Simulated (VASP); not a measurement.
Sb:

```
Sb
1.0
     2.15420    1.24373    3.75800
    -2.15420    1.24373    3.75800
     0.00000   -2.48746    3.75800
Sb
2
Direct
  0.23349 0.23349 0.23349
  0.76651 0.76651 0.76651
```

Base run:

* Program: VASP 6.6.1
* Functional: PBEsol
* Potentials or basis: VASP PAW PBE potentials, release 64 (Sb)
* Cutoff: 520 eV
* k mesh: 9 × 9 × 9
* Occupations: fermi-dirac, width 0.1 eV
* Spin: no spin polarisation

Its results: band gap on the k mesh 0.08 eV, indirect (least direct gap 0.49 eV); pressure 0.2 GPa; largest force 0.194 eV/Å.

**Question.** After a change of settings the same cell gave: band gap on the k mesh 0.10 eV, indirect (least direct gap 0.49 eV); pressure -0.9 GPa; largest force 0.114 eV/Å. Which change was it?
A. functional from PBEsol to LDA; potentials or basis from VASP PAW PBE potentials, release 64 (Sb) to VASP PAW LDA potentials, release 64 (Sb)
B. functional from PBEsol to BLYP
C. functional from PBEsol to PBE

**Answer.** A.

Caveats: spin-orbit coupling is left out, which moves the levels of the heavy elements; the PAW data sets were made with another functional, which shifts forces and pressure a little (some runs).
